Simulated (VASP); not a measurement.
# Ba (Fmmm) in VASP: a series of runs

Ba is run at these levels: PBE; tasks: single point.

All numbers are computed with VASP 6.6.1; they aren't measurements. Logs are shortened: lines on timing, memory, paths and dates and some standing lists are left out, and cuts for length are marked.

## 1. The cell of the first run

It takes space group Fmmm (No. 69, orthorhombic). The conventional cell has a = 5.020 Å, b = 7.082 Å, c = 7.117 Å, α = 90.00°, β = 90.00°, γ = 90.00°. Within 5.7 Å of Ba (site symmetry mmm) lie 14 Ba at 4.34 to 5.02 Å.

## 2. Single point, PBE (strain +0.0050 x Voigt [0, 0, 0, 0, 0, 1])

Input file INCAR:

```
PREC     = Accurate       # precision mode
ENCUT    = 520            # plane-wave cutoff, eV
EDIFF    = 1E-7           # SCF threshold, eV
ISMEAR   = 0              # smearing method
SIGMA    = 0.15           # smearing width, eV
LREAL    = F              # projectors in reciprocal space
LASPH    = T              # aspherical terms in the spheres
NELM     = 80             # most SCF steps
ALGO     = Fast           # electronic algorithm
ISIF     = 2              # what is computed and relaxed
LWAVE    = F              # write WAVECAR
LCHARG   = F              # write CHGCAR
GGA      = PE             # functional
NBANDS   = 11             # bands
```

Input file KPOINTS:

```
Automatic mesh
0
Gamma
  18 18 18
```

Input file POSCAR:

```
Ba
1.0
   -2.5038160952      2.5038160952      2.5100913235
    2.5038160952     -2.5038160952      2.5100913235
    2.5163665518      2.5163665518     -2.5100913235
Ba
1
Direct
    0.0000000000      0.0000000000      0.0000000000
```

Potentials or basis: VASP PAW PBE potentials, release 64 (Ba_sv).

The run is started by

```
$ cat potpaw_PBE.64/Ba_sv/POTCAR > POTCAR
$ mpirun -np 1 vasp_std > vasp.out
```

OUTCAR:

```text
PREC = Accurate
   ENCUT = 520
   EDIFF = 1E-7
   ISMEAR = 0
   LREAL = F
   LASPH = T
   NELM = 80
   ISIF = 2
   GGA = PE

 ion  position               nearest neighbor table
   1  0.000  0.000  0.000-

  LATTYP: Found a face centered orthorhombic cell.
 ALAT       =     5.0201826470
 B/A-ratio  =     1.4106780285
 C/A-ratio  =     1.4177490963

  Lattice vectors:

 A1 = (   5.0201826470,   0.0125504566,   0.0000000000)
 A2 = (   2.5163665518,   2.5163665518,   2.5100913235)
 A3 = (   2.5038160952,  -2.5038160952,   2.5100913235)

Analysis of symmetry for initial positions (statically):
=====================================================================
 Subroutine PRICEL returns:
 Original cell was already a primitive cell.

 Routine SETGRP: Setting up the symmetry group for a
 face centered orthorhombic supercell.

 Subroutine GETGRP returns: Found  8 space group operations
 (whereof  8 operations were pure point group operations)
 out of a pool of  8 trial point group operations.

The static configuration has the point symmetry D_2h.

Analysis of symmetry for dynamics (positions and initial velocities):
=====================================================================
 Subroutine PRICEL returns:
 Original cell was already a primitive cell.

 Routine SETGRP: Setting up the symmetry group for a
 face centered orthorhombic supercell.

 Subroutine GETGRP returns: Found  8 space group operations
 (whereof  8 operations were pure point group operations)
 out of a pool of  8 trial point group operations.

The dynamic configuration has the point symmetry D_2h.

 Subroutine INISYM returns: Found  8 space group operations
 (whereof  8 operations are pure point group operations),
 and found     1 'primitive' translations

----------------------------------------------------------------------------------------

                                     Primitive cell

  volume of cell :      63.2595

  direct lattice vectors                    reciprocal lattice vectors
    -2.503816095  2.503816095  2.510091324    -0.000497993  0.199197185  0.199195940
     2.503816095 -2.503816095  2.510091324     0.199197185 -0.000497993  0.199195940
     2.516366552  2.516366552 -2.510091324     0.198699192  0.198699192  0.000000000

  length of vectors
     4.340362719  4.340362719  4.354854728     0.281706920  0.281706920  0.281003092

  position of ions in fractional coordinates (direct lattice)
     0.000000000  0.000000000  0.000000000

  ion indices of the primitive-cell ions
   primitive index   ion index
                 1           1

----------------------------------------------------------------------------------------

 KPOINTS: Automatic mesh

Automatic generation of k-mesh.
 Grid dimensions read from file:
 generate k-points for:   18   18   18

 Generating k-lattice:

  Cartesian coordinates                     Fractional coordinates (reciprocal lattice)
    -0.000027666  0.011066510  0.011066441     0.055555556  0.000000000  0.000000000
     0.011066510 -0.000027666  0.011066441     0.000000000  0.055555556  0.000000000
     0.011038844  0.011038844  0.000000000     0.000000000  0.000000000  0.055555556

  Length of vectors
     0.015650384  0.015650384  0.015611283

  Shift w.r.t. Gamma in fractional coordinates (k-lattice)
     0.000000000  0.000000000  0.000000000

 Subroutine IBZKPT returns following result:
 ===========================================

 Found    865 irreducible k-points:

 Following reciprocal coordinates:
            Coordinates               Weight
  0.000000  0.000000  0.000000      1.000000
  0.055556  0.000000 -0.000000      8.000000
  0.111111  0.000000 -0.000000      8.000000
  0.166667  0.000000 -0.000000      8.000000
  0.222222  0.000000 -0.000000      8.000000
  0.277778  0.000000  0.000000      8.000000
[... 16 lines left out ...]
 -0.277778  0.055556 -0.000000      8.000000
 -0.222222  0.055556 -0.000000      8.000000
 [... further k-points ...]
   k-points           NKPTS =    865   k-points in BZ     NKDIM =    865   number of bands    NBANDS=     11
   number of dos      NEDOS =    301   number of ions     NIONS =      1
   total plane-waves  NPLWV =  32768
   dimension x,y,z NGX =    32 NGY =   32 NGZ =   32
   dimension x,y,z NGXF=    64 NGYF=   64 NGZF=   64
   ions per type =               1
   NGX,Y,Z   is equivalent  to a cutoff of  12.26, 12.26, 12.22 a.u.
   NGXF,Y,Z  is equivalent  to a cutoff of  24.51, 24.51, 24.43 a.u.
 SYSTEM =  unknown system
   PREC   = accura    normal or accurate (medium, high low for compatibility)
   ISTART =      0    job   : 0-new  1-cont  2-samecut
   ICHARG =      2    charge: 1-file 2-atom 10-const
   ISPIN  =      1    spin polarized calculation?
   LNONCOLLINEAR =      F non collinear calculations
   LSORBIT =      F    spin-orbit coupling
   LASPH  =      T    aspherical Exc in radial PAW
   ENCUT  =  520.0 eV  38.22 Ry    6.18 a.u.   8.07  8.07  8.10*2*pi/ulx,y,z
   NELM   =     80;   NELMIN=  2; NELMDL= -5     # of ELM steps
   EDIFF  = 0.1E-06   stopping-criterion for ELM
   LREAL  =      F    real-space projection
   EDIFFG = 0.1E-05   stopping-criterion for IOM
   NSW    =      0    number of steps for IOM
   IBRION =     -1    ionic relax: 0-MD 1-quasi-New 2-CG
   NFREE  =      0    steps in history (QN), initial steepest desc. (CG)
   ISIF   =      2    stress and relaxation
   ISYM   =      2    0-nonsym 1-usesym 2-fastsym
   POTIM  = 0.5000    time-step for ionic-motion
   TEBEG  =    0.0;   TEEND  =   0.0 temperature during run
   PSTRESS=    0.0 pullay stress
   NELECT =      10.0000    total number of electrons
   NUPDOWN=      -1.0000    fix difference up-down
   EMIN   =  10.00;   EMAX   =-10.00  energy-range for DOS
   EFERMI =   0.00;   METHOD = LEGACY
   ISMEAR =     0;   SIGMA  =   0.15  broadening in eV -4-tet -1-fermi 0-gaus
   EFERMI_NEDOS =   21; number of points for ismear=-14 and -15
   IALGO  =     68    algorithm
   IMIX   =      4    mixing-type and parameters
     AMIX     =   0.40;   BMIX     =  1.00
     AMIX_MAG =   1.60;   BMIX_MAG =  1.00
  volume/ion in A,a.u.               =      63.26       426.90
  Fermi-wavevector in a.u.,A,eV,Ry     =   0.885183  1.672753 10.660822  0.783548
  Thomas-Fermi vector in A             =   2.006182
   LORBIT       =      0    0 simple, 1 ext, 2 COOP (PROOUT), +10 PAW based schemes
   GGA     = PE    functional components
   LHFCALC =     F    Hartree Fock is set to
   AEXX    =    0.0000 exact exchange contribution
   IVDW    =     0    specifies the selected vdW correction
   LEPSILON=     F    determine dielectric tensor
   LRPA    =     F    only Hartree local field effects (RPA)
 non-spin polarized calculation
 RMM-DIIS sequential band-by-band and
 Gauss-broadening in eV      SIGMA  =   0.15
  energy-cutoff  :      520.00
  volume of cell :       63.26
 maximum number of plane-waves:      1727
   NGX = 17   NGY = 17   NGZ = 17

 number of electron      10.0000000 magnetization

 Free energy of the ion-electron system (eV)
  ---------------------------------------------------
  ext. energy  EPLUGINS =         0.00000000
  ---------------------------------------------------
  free energy    TOTEN  =        -1.91483454 eV

  energy without entropy =       -1.90110782  energy(sigma->0) =       -1.90797118

 E-fermi :   1.6308     XC(G=0):  -7.3957

 val. band max:        1.6232970103   @ k =   0.3889   0.2778   0.0556
 cond. band min:       1.6437204348   @ k =   0.2222   0.1111   0.2778
 fundamental gap:      0.0204234245
 Fermi energy:         1.6307805456

 k-point     1 :       0.0000    0.0000    0.0000
  band No.  band energies     occupation
      1     -27.2585      2.00000
      2     -12.2120      2.00000
      3     -12.2103      2.00000
      4     -12.2087      2.00000
      5      -1.1156      2.00000
      6       3.4404      0.00000
      7       3.4584      0.00000
      8       3.4772      0.00000
      9       4.8546      0.00000
     10       4.8551      0.00000
     11       8.5565      0.00000

 k-point     2 :       0.0556    0.0000   -0.0000
  band No.  band energies     occupation
      1     -27.2573      2.00000
      2     -12.2252      2.00000
      3     -12.2150      2.00000
      4     -12.2101      2.00000
      5      -1.0575      2.00000
      6       3.4048      0.00000
      7       3.4390      0.00000
      8       3.5193      0.00000
      9       4.7668      0.00000
     10       4.8505      0.00000
     11       8.6381      0.00000

 k-point     3 :       0.1111    0.0000   -0.0000
  band No.  band energies     occupation
      1     -27.2536      2.00000
      2     -12.2671      2.00000
      3     -12.2279      2.00000
      4     -12.2106      2.00000
      5      -0.8882      2.00000
      6       3.2761      0.00000
      7       3.3456      0.00000
      8       3.6926      0.00000
      9       4.6032      0.00000
     10       4.8434      0.00000
     11       8.8024      0.00000

 k-point     4 :       0.1667    0.0000   -0.0000
  band No.  band energies     occupation
      1     -27.2479      2.00000
      2     -12.3303      2.00000
      3     -12.2476      2.00000
      4     -12.2110      2.00000
      5      -0.6229      2.00000
      6       3.0942      0.00000
      7       3.1541      0.00000
      8       3.9793      0.00000
      9       4.5221      0.00000
     10       4.8488      0.00000
     11       8.9976      0.00000
[... 239 lines left out ...]
 k-point    22 :      -0.3333    0.0556    0.0000
  band No.  band energies     occupation
      1     -27.2294      2.00000
      2     -12.5240      2.00000
      3     -12.3101      2.00000
      4     -12.2179      2.00000
      5       0.2810      2.00000
      6       2.5883      0.00000
      7       2.6252      0.00000
      8       4.6380      0.00000
      9       5.1004      0.00000
     10       5.1861      0.00000
     11       8.4497      0.00000

 k-point    23 :      -0.2778    0.0556   -0.0000
  band No.  band energies     occupation
      1     -27.2366      2.00000
      2     -12.4505      2.00000
      3     -12.2840      2.00000
      4     -12.2173      2.00000
      5      -0.0699      2.00000
      6       2.7568      0.00000
      7       2.7946      0.00000
      8       4.5092      0.00000
      9       4.6651      0.00000
     10       5.0094      0.00000
     11       8.9042      0.00000

 k-point    24 :      -0.2222    0.0556   -0.0000
  band No.  band energies     occupation
      1     -27.2438      2.00000
      2     -12.3748      2.00000
      3     -12.2579      2.00000
      4     -12.2167      2.00000
      5      -0.4226      2.00000
      6       2.9808      0.00000
      7       3.0029      0.00000
      8       4.2125      0.00000
      9       4.4471      0.00000
     10       4.9378      0.00000
     11       9.0800      0.00000

 [... further k-points ...]
[... 5 lines left out ...]
  --------------------------------------------------------------------------------------
  -------------------------------------------------------------------------------------
  Total        0.0215703      0.0215703      0.0217381     -0.0206373      0.0000000      0.0000000
  in kB        0.5463126      0.5463126      0.5505620     -0.5226825      0.0000000      0.0000000
  external PRESSURE =       0.5477291 kB  Pullay stress =       0.0000000 kB

 VOLUME and BASIS-vectors are now :
 -----------------------------------------------------------------------------
  energy-cutoff  :      520.00
  volume of cell :       63.26
      direct lattice vectors                 reciprocal lattice vectors
    -2.503816095  2.503816095  2.510091324    -0.000497993  0.199197185  0.199195940
     2.503816095 -2.503816095  2.510091324     0.199197185 -0.000497993  0.199195940
     2.516366552  2.516366552 -2.510091324     0.198699192  0.198699192  0.000000000

 POSITION                                       TOTAL-FORCE (eV/Angst)
 -----------------------------------------------------------------------------------
      0.00000      0.00000      0.00000         0.000000      0.000000      0.000000
 -----------------------------------------------------------------------------------
    total drift:                                0.000000      0.000000     -0.000000

  FREE ENERGIE OF THE ION-ELECTRON SYSTEM (eV)
  ---------------------------------------------------
  free  energy   TOTEN  =        -1.9148345439 eV

  energy  without entropy=       -1.9011078193  energy(sigma->0) =       -1.90797118
```

Run time: 2.5 min. Hardware: 1 thread of Intel Xeon 6975P-C (Granite Rapids), shared host; peak memory 0.66 GiB.

What came out:

| Quantity | Value |
| --- | --- |
| Free energy | -1.9148 eV |
| Pressure | 0.1 GPa |
| Band gap on the k mesh | zero (bands 5 and 6 overlap by 1.00 eV) |

Caveat: the cell differs from its parent crystal (strain +0.0050 x Voigt [0, 0, 0, 0, 0, 1]); spin-orbit coupling is left out, which moves the levels of the heavy elements.

## 3. Single point, PBE (strain +0.0175 x Voigt [0, 0, 0, 0, 0, 1])

Input file INCAR:

```
PREC = Accurate
ENCUT = 520
EDIFF = 1E-6
ISMEAR = 0
SIGMA = 0.15
LREAL = False
LASPH = True
NELM = 60
ALGO = Fast
ISIF = 2
LWAVE = False
LCHARG = False
GGA = PE
NBANDS = 11
```

KPOINTS is that of step 2.

Input file POSCAR:

```
Ba
1.0
   -2.4881280244      2.4881280244      2.5100913235
    2.4881280244     -2.4881280244      2.5100913235
    2.5320546226      2.5320546226     -2.5100913235
Ba
1
Direct
    0.0000000000      0.0000000000      0.0000000000
```

Potentials or basis: VASP PAW PBE potentials, release 64 (Ba_sv).

The run is started by

```
$ cat potpaw_PBE.64/Ba_sv/POTCAR > POTCAR
$ mpirun -np 1 vasp_std > vasp.out
```

Run time: 2.5 min. Hardware: 1 thread of Intel Xeon 6975P-C (Granite Rapids), shared host; peak memory 0.67 GiB.

It converged, with:

```yaml
Free_energy: -1.9143 eV
Pressure: 0.1 GPa
Band_gap_on_the_k_mesh: zero (bands 5 and 6 overlap by 0.99 eV)
```

Stress tensor (GPa, compression positive):
```
 0.05 -0.18  0.00
-0.18  0.05  0.00
 0.00  0.00  0.06
```

Levels at points of the mesh, in eV from the Fermi level:
```
           k point  band 1  band 2  band 3  band 4  band 5  band 6  band 7  band 8  band 9  band 10
(0.00, 0.00, 0.00)  -28.89  -13.85  -13.84  -13.84   -2.75    1.76    1.82    1.89    3.22     3.23
(0.50, 0.00, 0.00)  -28.85  -14.30  -13.99  -13.84   -0.89    0.69    1.24    3.19    3.77     5.20
(0.50, 0.50, 0.00)  -28.84  -14.30  -14.00  -13.85   -0.87    0.71    1.30    3.14    3.70     5.25
(0.00, 0.00, 0.50)  -28.85  -14.29  -13.98  -13.84   -0.90    0.68    1.18    3.25    3.84     5.15
(0.50, 0.50, 0.50)  -28.82  -14.17  -14.16  -14.14   -0.54   -0.54    4.30    4.34    4.38     4.63
```

Caveat: the cell differs from its parent crystal (strain +0.0175 x Voigt [0, 0, 0, 0, 0, 1]); spin-orbit coupling is left out, which moves the levels of the heavy elements.

## 4. Single point, PBE (strain +0.0125 x Voigt [0, 0, 0, 0, 0, 1])

Input file INCAR:

```
PREC     = Accurate       # precision mode
ENCUT    = 520            # plane-wave cutoff, eV
EDIFF    = 1E-6           # SCF threshold, eV
ISMEAR   = 0              # smearing method
SIGMA    = 0.15           # smearing width, eV
LREAL    = F              # projectors in reciprocal space
LASPH    = T              # aspherical terms in the spheres
NELM     = 100            # most SCF steps
ALGO     = Fast           # electronic algorithm
ISIF     = 2              # what is computed and relaxed
LWAVE    = F              # write WAVECAR
LCHARG   = F              # write CHGCAR
GGA      = PE             # functional
NBANDS   = 11             # bands
```

KPOINTS is that of step 3.

Input file POSCAR:

```
Ba
1.0
   -2.4944032527      2.4944032527      2.5100913235
    2.4944032527     -2.4944032527      2.5100913235
    2.5257793943      2.5257793943     -2.5100913235
Ba
1
Direct
    0.0000000000      0.0000000000      0.0000000000
```

The run is started by

```
$ cat potpaw_PBE.64/Ba_sv/POTCAR > POTCAR
$ mpirun -np 1 vasp_std > vasp.out
```

Wall time 2 min (1 thread of Intel Xeon 6975P-C (Granite Rapids), shared host); peak memory 0.66 GiB.

It converged, with:

```
Free energy            : -1.9146 eV
Pressure               : 0.1 GPa
Band gap on the k mesh : zero (bands 5 and 6 overlap by 1.00 eV)
```

Stress tensor (GPa, compression positive):
```
 0.06 -0.13  0.00
-0.13  0.06  0.00
 0.00  0.00  0.06
```

Levels at points of the mesh, in eV from the Fermi level:
```
           k point  band 3  band 4  band 5  band 6  band 7  band 8
(0.00, 0.00, 0.00)  -13.84  -13.84   -2.75    1.78    1.83    1.87
(0.50, 0.00, 0.00)  -13.99  -13.84   -0.89    0.69    1.24    3.19
(0.50, 0.50, 0.00)  -13.99  -13.85   -0.88    0.70    1.28    3.15
(0.00, 0.00, 0.50)  -13.98  -13.84   -0.90    0.68    1.20    3.23
(0.50, 0.50, 0.50)  -14.16  -14.15   -0.54   -0.54    4.31    4.34
```

Caveat: the cell differs from its parent crystal (strain +0.0125 x Voigt [0, 0, 0, 0, 0, 1]); spin-orbit coupling is left out, which moves the levels of the heavy elements.

## 5. The runs side by side

| cell | further INCAR settings | gap on the mesh (eV) | pressure (GPa) |
| --- | --- | --- | --- |
| a = 4.340, b = 4.340, c = 4.355 Å, angles 109.5, 109.5, 109.3°, 1 atom | ALGO = Fast; EDIFF = 1e-07; NBANDS = 11 | none | 0.1 |
| a = 4.322, b = 4.322, c = 4.373 Å, angles 109.5, 109.5, 109.0°, 1 atom | ALGO = Fast; EDIFF = 1e-06; NBANDS = 11 | none | 0.1 |
| a = 4.330, b = 4.330, c = 4.366 Å, angles 109.5, 109.5, 109.1°, 1 atom | ALGO = Fast; EDIFF = 1e-06; NBANDS = 11 | none | 0.1 |

Alike in all rows: task single point; level PBE; potentials or basis VASP PAW PBE potentials, release 64 (Ba_sv); no spin polarisation; k mesh 18 × 18 × 18; cutoff (eV) 520; smearing gaussian 0.15 eV.

Caveats: spin-orbit coupling is left out, which moves the levels of the heavy elements.

Absolute energies hang on the potentials; compare differences alone.

The gap in the log of VASP goes by the Fermi energy; the results here count the filled bands.